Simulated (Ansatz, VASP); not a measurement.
One calculation of CdS, two programs

INCAR

```
SYSTEM = CdS
PREC = Accurate ; ENCUT = 400
EDIFF = 1E-8 ; ISMEAR = -1
SIGMA = 0.02 ; LREAL = .False.
LASPH = .True. ; NELM = 120
ALGO = Normal ; ISIF = 2
LWAVE = .False. ; LCHARG = .False.
GGA = PE ; LEFG = .True.
NBANDS = 16 ; GGA_COMPAT = .False.
```

KPOINTS

```
Automatic mesh
0
Gamma
  7 7 7
  0 0 0
```

POSCAR

```
CdS
1.0
    0.0000000000      2.9429534649      3.0018125342
    2.9429534649      0.0000000000      3.0018125342
    2.9429534649      2.9429534649      0.0000000000
Cd S
1 1
Direct
    0.0000000000      0.0000000000      0.0000000000
    0.7500000000      0.7500000000      0.7500000000
```

Input for Ansatz:

```yaml
crystal:
  lattice:
    - [0.0, 2.9429534649, 3.0018125342]
    - [2.9429534649, 0.0, 3.0018125342]
    - [2.9429534649, 2.9429534649, 0.0]
  atoms:
    - { symbol: Cd, position: [0.0, 0.0, 0.0] }
    - { symbol: S, position: [0.75, 0.75, 0.75] }
kpoints:
  mp_grid: { grid: [7, 7, 7] }
scf:
  occupations: { method: fermi_dirac, width: 0.02 }
hamiltonian:
  xc: pbe
  pseudopotentials: { kind: all_electron, datasets: crystal }
output:
  forces: true
  stress: true
  eigenvalues: true
  efg: { contact_densities: true }
```

Change from the starting cell: zz strain of +2 %, crystal datasets.

Alike in both runs: task electric field gradients; functional PBE; k mesh 7 × 7 × 7; occupations fermi-dirac, width 0.02 eV; no spin polarisation.

|  | VASP | Ansatz |
| --- | --- | --- |
| version | VASP 6.6.1 | Ansatz 0.2.0 |
| potentials or method | VASP PAW PBE potentials, release 64 (Cd, S), cutoff 400 eV | all-electron PAW with datasets made for the crystal, scalar-relativistic |

|  | VASP | Ansatz | Ansatz less VASP |
| --- | --- | --- | --- |
| gap on the k mesh at the Fermi level (eV) | 1.02 | 1.02 | 0.000 |
| pressure (GPa) | -0.1 | 0.1 | +0.13 |
| traceless stress, the component that is largest in VASP (GPa) | -0.27 | -0.27 | -0.002 |
| size of Vzz on the site where it differs most (V/Å²) | 5.9 | 6.3 | +0.47 |

Ansatz ran all-electron here, and VASP with PAW potentials.
